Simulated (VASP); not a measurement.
Here is a VASP 6.6.1 calculation.

File POSCAR:

```
TiO2
1.0
    5.7844673473      0.0000000000      0.0000000000
   -2.8922336737      5.0094956701      0.0000000000
    0.0000000000      0.0000000000      5.8178160601
Ti O
3 6
Direct
    0.4661652025      0.0000000000      0.3333333333
    0.0000000000      0.4661652025      0.6666666667
    0.5338347975      0.5338347975      0.0000000000
    0.4189423308      0.2717377456      0.2136010424
    0.7282622544      0.1472045851      0.5469343757
    0.8527954149      0.5810576692      0.8802677091
    0.2717377456      0.4189423308      0.7863989576
    0.1472045851      0.7282622544      0.4530656243
    0.5810576692      0.8527954149      0.1197322909
```

INCAR.step1

```
ALGO = Normal ; EDIFF = 1E-4
ENCUT = 520 ; GGA = PE
ISMEAR = 0 ; LASPH = True
LCHARG = False ; LREAL = False
LWAVE = True ; NBANDS = 46
NELM = 80 ; PREC = Accurate
SIGMA = 0.05
```

Contents of INCAR.step2:

```
ALGO = Normal ; EDIFF = 1E-6
ENCUT = 520 ; ISIF = 2
ISMEAR = 0 ; ISTART = 1
LASPH = True ; LCHARG = False
LMIXTAU = True ; LREAL = False
LWAVE = False ; METAGGA = R2SCAN
NBANDS = 46 ; NELM = 80
PREC = Accurate ; SIGMA = 0.05
```

Contents of KPOINTS:

```
k-points
0
Gamma
  6 6 4
```

Potentials or basis: VASP PAW PBE potentials, release 64 (Ti_sv, O).

The run is started by

```console
$ cat potpaw_PBE.64/Ti_sv/POTCAR potpaw_PBE.64/O/POTCAR > POTCAR
$ cp INCAR.step1 INCAR
$ mpirun -np 1 vasp_std > vasp.out
$ cp INCAR.step2 INCAR
$ mpirun -np 1 vasp_std > vasp.out
```

Problem. Predict the largest force.

Solution. 0.556 eV/Å.

Problem. Estimate the band gap on the k mesh.

Solution. 3.76 eV (least direct gap 3.86 eV).

Forces in eV/Å, atoms in the order of the input:
```
Ti  -0.455  0.000  0.000
Ti   0.228 -0.394  0.000
Ti   0.228  0.394  0.000
O    0.471 -0.279  0.098
O    0.006  0.547  0.098
O   -0.477 -0.269  0.098
O   -0.477  0.269 -0.098
O    0.471  0.279 -0.098
O    0.006 -0.547 -0.098
```

Caveat: the cell differs from its parent crystal (strain +0.040 along x and y, -0.040 along z); the cell stands under tension; the PAW data sets were made with another functional, which shifts forces and pressure a little. A k mesh can miss the band edges.
